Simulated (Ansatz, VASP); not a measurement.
## BAs: VASP beside Ansatz

Contents of INCAR:

```
SYSTEM = BAs
PREC = Accurate ; ENCUT = 520
EDIFF = 1E-6 ; ISMEAR = -1
SIGMA = 0.02 ; LREAL = .False.
LASPH = .True. ; NELM = 100
ALGO = Normal ; ISIF = 2
LWAVE = .False. ; LCHARG = .False.
GGA = PE ; NBANDS = 16
```

Contents of KPOINTS:

```
regular mesh
0
Gamma
  12 12 4
  0 0 0
```

File POSCAR:

```
BAs
1.0
    3.3658574079      0.0000000000      0.0000000000
   -1.6829287039      2.9149180208      0.0000000000
    0.0000000000      0.0000000000      8.8836262219
B As
2 2
Direct
    0.3333333333      0.6666666667      0.2500000000
    0.6666666667      0.3333333333      0.7500000000
    0.6666666667      0.3333333333      0.2500000000
    0.3333333333      0.6666666667      0.7500000000
```

Input for Ansatz:

```yaml
crystal:
  lattice:
    - [3.3658574079, 0.0, 0.0]
    - [-1.6829287039, 2.9149180208, 0.0]
    - [0.0, 0.0, 8.8836262219]
  atoms:
    - { symbol: B, position: [0.3333333333, 0.6666666667, 0.25] }
    - { symbol: B, position: [0.6666666667, 0.3333333333, 0.75] }
    - { symbol: As, position: [0.6666666667, 0.3333333333, 0.25] }
    - { symbol: As, position: [0.3333333333, 0.6666666667, 0.75] }
kpoints:
  mp_grid: { grid: [12, 12, 4] }
  band_path:
    path:
      - [0.0, 0.0, 0.0]
      - [0.5, 0.0, 0.0]
      - [0.3333333333, 0.3333333333, 0.0]
      - [0.0, 0.0, 0.5]
      - [0.5, 0.0, 0.5]
      - [0.3333333333, 0.3333333333, 0.5]
      - [0.3666666667, 0.2666666667, 0.0]
      - [0.308594, 0.308594, 0.0]
    npoints: 1
hamiltonian:
  xc: pbe
scf:
  occupations: { method: fermi_dirac, width: 0.02 }
  n_extra_bands: 5
output:
  forces: true
  stress: true
  eigenvalues: true
  write_density: true
  write_potential: true
  elf: true
  volumetric_format: npy
```

Change from the starting cell: uniaxial_z strain +1.6%.

Alike in both runs: task single point; functional PBE; k mesh 12 × 12 × 4; occupations fermi-dirac, width 0.02 eV; no spin polarisation.

```csv
,VASP,Ansatz
version,VASP 6.6.1,Ansatz 0.2.0
potentials or method,"VASP PAW PBE potentials, release 64 (B, As)","plane waves, PAW"
plane-wave cutoff (eV),520,420
valence electrons in the cell,16,36
```

|  | VASP | Ansatz | Ansatz less VASP |
| --- | --- | --- | --- |
| pressure (GPa) | 2.0 | 1.5 | -0.49 |
| traceless stress, the component that is largest in VASP (GPa) | -1.47 | -0.97 | +0.501 |

VASP's potentials hold 16 valence electrons a cell and Ansatz's 36, so a difference there can come from the potentials and not from the codes.
